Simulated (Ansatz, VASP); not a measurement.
## BeCd2Te3 in VASP and in Ansatz

File INCAR:

```
PREC = Accurate
ENCUT = 600
EDIFF = 1E-6
ISMEAR = 0
SIGMA = 0.1
LREAL = False
LASPH = True
NELM = 120
ALGO = Normal
ISIF = 2
LWAVE = False
LCHARG = False
GGA = PE
NBANDS = 31
GGA_COMPAT = False
```

The input KPOINTS:

```
Automatic mesh
0
Gamma
  6 6 2
```

Contents of POSCAR:

```
BeCd2Te3
1.0
    4.8797618700      0.0000000000      0.0000000000
   -2.4398809400      4.2259977500      0.0000000000
    0.0000000000      0.0000000000      8.4126257600
Be Cd Te
1 2 3
Direct
    0.0000000000      0.0000000000      0.0000000000
    0.0000000000      0.0000000000      0.7689085500
    0.0000000000      0.0000000000      0.2310914500
    0.3333333300      0.6666666700      0.0000000000
    0.6666666700      0.3333333300      0.0000000000
    0.0000000000      0.0000000000      0.5000000000
```

Input for Ansatz:

```yaml
crystal:
  lattice:
    - [4.87976187, 0.0, 0.0]
    - [-2.43988094, 4.22599775, 0.0]
    - [0.0, 0.0, 8.41262576]
  atoms:
    - { symbol: Be, position: [0.0, 0.0, 0.0] }
    - { symbol: Cd, position: [0.0, 0.0, 0.76890855] }
    - { symbol: Cd, position: [0.0, 0.0, 0.23109145] }
    - { symbol: Te, position: [0.33333333, 0.66666667, 0.0] }
    - { symbol: Te, position: [0.66666667, 0.33333333, 0.0] }
    - { symbol: Te, position: [0.0, 0.0, 0.5] }
basis:
  ecutwfc: 420
kpoints:
  mp_grid: { grid: [6, 6, 2] }
hamiltonian:
  xc: pbe
scf:
  occupations: { method: gaussian, width: 0.1 }
  lower_state_search: "off"
output:
  forces: true
  stress: true
  eigenvalues: true
```

Alike in both runs: task single point; functional PBE; k mesh 6 × 6 × 2; occupations gaussian, width 0.1 eV; no spin polarisation.

```csv
,VASP,Ansatz
version,VASP 6.6.1,Ansatz 0.2.0
potentials or method,"VASP PAW PBE potentials, release 64 (Be, Cd, Te), cutoff 600 eV","scalar-relativistic, plane waves, PAW"
valence electrons in the cell,44,90
```

Ansatz gave:

```
gap on the k mesh at the Fermi level (eV)                     : none
pressure (GPa)                                                : 21.4
traceless stress, the component that is largest in VASP (GPa) : 25.00
rms of the force components (eV/Å)                            : 0.443
```

Question: What did VASP give for the same quantities?

Answer: gap on the k mesh at the Fermi level (eV): none; pressure (GPa): 21.6; traceless stress, the component that is largest in VASP (GPa): 25.21; rms of the force components (eV/Å): 0.436.

Atom by atom the forces differ by 0.007 eV/Å (rms over components). A gap of «none» marks a metal or a gap that the smearing closes. VASP's potentials hold 44 valence electrons a cell and Ansatz's 90, so a difference there can come from the potentials and not from the codes.

The k mesh is coarse, so the values compare programs but aren't converged. Neither program's run includes spin-orbit coupling.
